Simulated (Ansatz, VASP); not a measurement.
# Two plane-wave programs on Hf3Ta2O

File INCAR:

```
SYSTEM = Hf3Ta2O
PREC     = Accurate       ! precision mode
ENCUT    = 520            ! plane-wave cutoff, eV
EDIFF    = 1E-7           ! SCF threshold, eV
ISMEAR   = 0              ! smearing method
SIGMA    = 0.1            ! smearing width, eV
LREAL    = .FALSE.        ! projectors in reciprocal space
LASPH    = .TRUE.         ! aspherical terms in the spheres
NELM     = 100            ! most SCF steps
ALGO     = Normal         ! electronic algorithm
ISIF     = 2              ! what is computed and relaxed
LWAVE    = .FALSE.        ! write WAVECAR
LCHARG   = .TRUE.         ! write CHGCAR
GGA      = PE             ! functional
LELF     = .TRUE.         ! ELF
LVHAR    = .TRUE.       
NBANDS   = 38             ! bands
```

Contents of KPOINTS:

```
Automatic mesh
0
G
  4 4 4
  0 0 0
```

The input POSCAR:

```
Hf3Ta2O
1.0
    0.0000000000      3.9906770500      4.8551199800
    3.1711874100      0.0000000000      4.8551199800
    3.1711874100      3.9906770500      0.0000000000
Hf Ta O
3 2 1
Direct
    0.5000000000      0.0000000000      0.5000000000
    0.0000000000      0.5000000000      0.0000000000
    0.5000000000      0.5000000000      0.5000000000
    0.5000000000      0.5000000000      0.0000000000
    0.0000000000      0.0000000000      0.5000000000
    0.0000000000      0.0000000000      0.0000000000
```

Input for Ansatz:

```yaml
crystal:
  lattice:
    - [0.0, 3.99067705, 4.85511998]
    - [3.17118741, 0.0, 4.85511998]
    - [3.17118741, 3.99067705, 0.0]
  atoms:
    - { symbol: Hf, position: [0.5, 0.0, 0.5] }
    - { symbol: Hf, position: [0.0, 0.5, 0.0] }
    - { symbol: Hf, position: [0.5, 0.5, 0.5] }
    - { symbol: Ta, position: [0.5, 0.5, 0.0] }
    - { symbol: Ta, position: [0.0, 0.0, 0.5] }
    - { symbol: O, position: [0.0, 0.0, 0.0] }
basis:
  ecutwfc: 420
kpoints:
  mp_grid: { grid: [4, 4, 4] }
hamiltonian:
  xc: pbe
scf:
  occupations: { method: gaussian, width: 0.1 }
  lower_state_search: "off"
output:
  forces: true
  stress: true
  eigenvalues: true
```

Alike in both runs: task single point; functional PBE; k mesh 4 × 4 × 4; occupations gaussian, width 0.1 eV; no spin polarisation.

|  | VASP | Ansatz |
| --- | --- | --- |
| version | VASP 6.6.1 | Ansatz 0.2.0 |
| potentials or method | VASP PAW PBE potentials, release 64 (Hf_pv, Ta_pv, O), cutoff 520 eV | scalar-relativistic, plane waves, PAW |
| valence electrons in the cell | 58 | 110 |

Ansatz gave:

```
gap on the k mesh at the Fermi level (eV)                     : none
pressure (GPa)                                                : -0.4
traceless stress, the component that is largest in VASP (GPa) : 3.36
```

**Question.** Which values does VASP return?

**Answer.** gap on the k mesh at the Fermi level (eV): none; pressure (GPa): -0.6; traceless stress, the component that is largest in VASP (GPa): 3.23.

A gap of «none» marks a metal or a gap that the smearing closes. VASP's potentials hold 58 valence electrons a cell and Ansatz's 110, so a difference there can come from the potentials and not from the codes.

Neither program's run includes spin-orbit coupling.
